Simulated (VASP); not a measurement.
Write the native input for VASP 6.6.1 that does the following.

| Quantity | Value |
| --- | --- |
| Task | relaxation of cell and atoms |
| Functional | PBE |
| Dispersion | D3(BJ) |
| Potentials or basis | VASP PAW PBE potentials, release 64 (Si, O) |
| Cutoff | 600 eV |
| k mesh | 6 × 6 × 8 |
| Occupations | gaussian, width 0.02 eV |
| Spin | no spin polarisation |
| Dipole correction | no |
| Further INCAR settings | ALGO = Normal; EDIFF = 1e-07; IBRION = 2; EDIFFG = -0.002; NSW = 100; ISIF = 3 |

The structure of SiO2 (f.bd3) lies in POSCAR:

```
SiO2
1.0
    4.1900000000      0.0000000000      0.0000000000
    0.0000000000      4.1900000000      0.0000000000
    0.0000000000      0.0000000000      2.6700000000
Si O
2 4
Direct
    0.0000000000      0.0000000000      0.0000000000
    0.5000000000      0.5000000000      0.5000000000
    0.3060000000      0.3060000000      0.0000000000
    0.6940000000      0.6940000000      0.0000000000
    0.1940000000      0.8060000000      0.5000000000
    0.8060000000      0.1940000000      0.5000000000
```

These files were run (other wordings do the same):

INCAR

```
SYSTEM = SiO2
PREC = Accurate ; ENCUT = 600
EDIFF = 1E-7 ; ISMEAR = 0
SIGMA = 0.02 ; LREAL = .False.
LASPH = .True. ; NELM = 120
ALGO = Normal ; ISIF = 3
LWAVE = .False. ; LCHARG = .False.
GGA = PE ; IVDW = 12
IBRION = 2 ; NSW = 100
EDIFFG = -0.002 ; GGA_COMPAT = .False.
NELMIN = 4
```

KPOINTS

```
Automatic mesh
0
Gamma
  6 6 8
  0 0 0
```

Potentials or basis: VASP PAW PBE potentials, release 64 (Si, O).

The run is started by

```sh
$ cat potpaw_PBE.64/Si/POTCAR potpaw_PBE.64/O/POTCAR > POTCAR
$ mpirun -np 1 vasp_std > vasp.out
```

Results of the run:

```
Relaxed volume                         : 7.89 Å³/atom
Relaxed cell                           : a = 4.200 Å, b = 4.200 Å, c = 2.684 Å, α = 90.00°, β = 90.00°, γ = 90.00°
Space group after relaxing (to 0.05 Å) : P4_2/mnm (No. 136)
Energy gained by relaxing              : 0.9 meV/atom
Ionic steps                            : 5
Pressure after relaxing                : 0.0 GPa
Band gap on the k mesh                 : 5.30 eV, direct
Dispersion energy per atom             : -0.236 eV
```

It took 2.1 min on 1 thread of Intel(R) Xeon(R) Platinum 8259CL CPU @ 2.50GHz (Skylake/Cascade Lake), with other jobs on the host, peak memory 0.22 GiB.
